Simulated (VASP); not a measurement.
Input of a VASP 6.6.1 run:

Contents of INCAR:

```
PREC = Accurate
ENCUT = 600
EDIFF = 1E-7
ISMEAR = -1
SIGMA = 0.05
LREAL = False
LASPH = True
NELM = 80
ALGO = Normal
ISIF = 3
LWAVE = False
LCHARG = False
GGA = B5
ALDAX = 1.0
AGGAX = 1.0
AGGAC = 1.0
ALDAC = 0.0
IVDW = 13
VDW_S6 = 1.0
VDW_S8 = 2.34076671
VDW_A1 = 0.44488865
VDW_A2 = 4.0933009
IBRION = 2
NSW = 80
EDIFFG = -0.02
```

KPOINTS

```
Automatic mesh
0
Gamma
  7 7 7
```

Contents of POSCAR:

```
TePb
1.0
    4.0022870000      0.0000000000      0.0000000000
    0.0000000000      4.0022870000      0.0000000000
    0.0000000000      0.0000000000      4.0022870000
Pb Te
1 1
Direct
    0.0000000000      0.0000000000      0.0000000000
    0.5000000000      0.5000000000      0.5000000000
```

Potentials or basis: VASP PAW PBE potentials, release 64 (Pb_d, Te).

Run with:

```sh
$ cat potpaw_PBE.64/Pb_d/POTCAR potpaw_PBE.64/Te/POTCAR > POTCAR
$ mpirun -np 1 vasp_std > vasp.out
```

(1) Estimate the band gap on the k mesh.

(2) Estimate the relaxed cell.

(3) Predict the relaxed volume.

(4) Predict the space group after relaxing (to 0.05 Å).

## Answers

(1) zero (band 10 reaches 5.05 eV, above the bottom of band 11 at 4.71 eV).

(2) a = 4.253 Å, b = 4.253 Å, c = 4.253 Å, α = 90.00°, β = 90.00°, γ = 90.00°.

(3) 38.47 Å³/atom.

(4) Pm-3m (No. 221).

Caveat: the volume moved by over 15 % at a fixed basis, so the end points are rough; the PAW data sets were made with another functional, which shifts forces and pressure a little; spin-orbit coupling is left out, which moves the levels of the heavy elements; pairwise dispersion overbinds metals, which lowers pressure and volume.
